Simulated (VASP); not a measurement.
A run of VASP 6.6.1 is set up as follows.

INCAR

```
ALGO     = Normal         # electronic algorithm
EDIFF    = 1E-6           # SCF threshold, eV
ENCUT    = 600            # plane-wave cutoff, eV
GGA      = RE             # functional
GGA_COMPAT= False        
ISIF     = 2              # what is computed and relaxed
ISMEAR   = -1             # smearing method
ISPIN    = 2              # spin polarisation
IVDW     = 13             # dispersion correction
LASPH    = True           # aspherical terms in the spheres
LCHARG   = False          # write CHGCAR
LDAU     = True           # DFT+U
LDAUJ    = 0 0          
LDAUL    = 3 -1           # shell
LDAUPRINT= 1            
LDAUTYPE = 2            
LDAUU    = 1.5 0          # U, eV
LMAXMIX  = 6              # l up to which the mixer works
LORBIT   = 11             # projections on sites
LREAL    = False          # projectors in reciprocal space
LWAVE    = False          # write WAVECAR
MAGMOM   = 4.9 0          # initial moments
NBANDS   = 22             # bands
NELM     = 200            # most SCF steps
PREC     = Accurate       # precision mode
SIGMA    = 0.1            # smearing width, eV
```

Contents of KPOINTS:

```
k-points
0
Gamma
  8 8 8
```

The input POSCAR:

```
EuS
1.0
    0.0000000000      2.9785000000      2.9785000000
    2.9785000000      0.0000000000      2.9785000000
    2.9785000000      2.9785000000      0.0000000000
Eu S
1 1
Direct
    0.0000000000      0.0000000000      0.0000000000
    0.5000000000      0.5000000000      0.5000000000
```

Potentials or basis: VASP PAW PBE potentials, release 64 (Eu, S).

Command:

```sh
$ cat potpaw_PBE.64/Eu/POTCAR potpaw_PBE.64/S/POTCAR > POTCAR
$ mpirun -np 1 vasp_std > vasp.out
```

Q: Estimate the net moment.

A: 6.99 μB per cell.

Q: Predict the pressure.

A: -2.9 GPa.

Eigenvalues of the final occupation matrices:
| site | spin | trace | eigenvalues |
| --- | --- | --- | --- |
| site 1 f | 1 | 6.70 | 0.95 0.95 0.95 0.96 0.96 0.96 0.96 |
| site 1 f | 2 | 0.01 | 0.00 0.00 0.00 0.00 0.00 0.00 0.00 |

Caveat: the PAW data sets were made with another functional, which shifts forces and pressure a little; spin-orbit coupling is left out, which moves the levels of the heavy elements; a cell with one magnetic atom can't hold antiferromagnetic order, which such compounds often take. The state reached can hang on the start; a lower one may exist.
